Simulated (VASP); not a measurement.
Write the native input for VASP 6.6.1 that does the following.

- Task: electric field gradients
- Functional: PBE
- Potentials or basis: VASP PAW PBE potentials, release 64 (Bi_d, Te)
- Cutoff: 520 eV
- k mesh: 7 × 7 × 7
- Occupations: fermi-dirac, width 0.08 eV
- Spin: no spin polarisation
- Dipole correction: no
- Further INCAR settings: ALGO = Normal; EDIFF = 1e-08; NBANDS = 32

The structure of Bi2Te3 lies in POSCAR:

```
Bi2Te3
1.0
    2.2075241642      1.2745146704     10.2329942799
   -2.2075241642      1.2745146704     10.2329942799
    0.0000000000     -2.5490293408     10.2329942799
Bi Te
2 3
Direct
    0.4000000000      0.4000000000      0.4000000000
    0.6000000000      0.6000000000      0.6000000000
    0.0000000000      0.0000000000      0.0000000000
    0.2095000000      0.2095000000      0.2095000000
    0.7905000000      0.7905000000      0.7905000000
```

The input as run:

INCAR

```
SYSTEM = Bi2Te3
PREC = Accurate ; ENCUT = 520
EDIFF = 1E-8 ; ISMEAR = -1
SIGMA = 0.08 ; LREAL = .False.
LASPH = .True. ; NELM = 80
ALGO = Normal ; ISIF = 2
LWAVE = .False. ; LCHARG = .False.
GGA = PE ; LEFG = .True.
NBANDS = 32
```

KPOINTS

```
regular mesh
0
Gamma
  7 7 7
  0 0 0
```

Potentials or basis: VASP PAW PBE potentials, release 64 (Bi_d, Te).

The run is started by

```bash
$ cat potpaw_PBE.64/Bi_d/POTCAR potpaw_PBE.64/Te/POTCAR > POTCAR
$ mpirun -np 1 vasp_std > vasp.out
```

It gave:

The pressure is 0.8 GPa, the largest force is 0.150 eV/Å and the band gap on the k mesh is 0.29 eV. The largest electric field gradient by atom is Bi +26.2; Te +94.1, +10.1 (each value once) V/Å².

Caveat: without QUAD_EFG the Cq values of the log hold for a quadrupole moment of 1 mb, not for the nuclei; spin-orbit coupling is left out, which moves the levels of the heavy elements.

It took 27 min on 1 thread of Intel(R) Xeon(R) Platinum 8375C CPU @ 2.90GHz (Ice Lake), with other jobs on the host, peak memory 1 GiB.
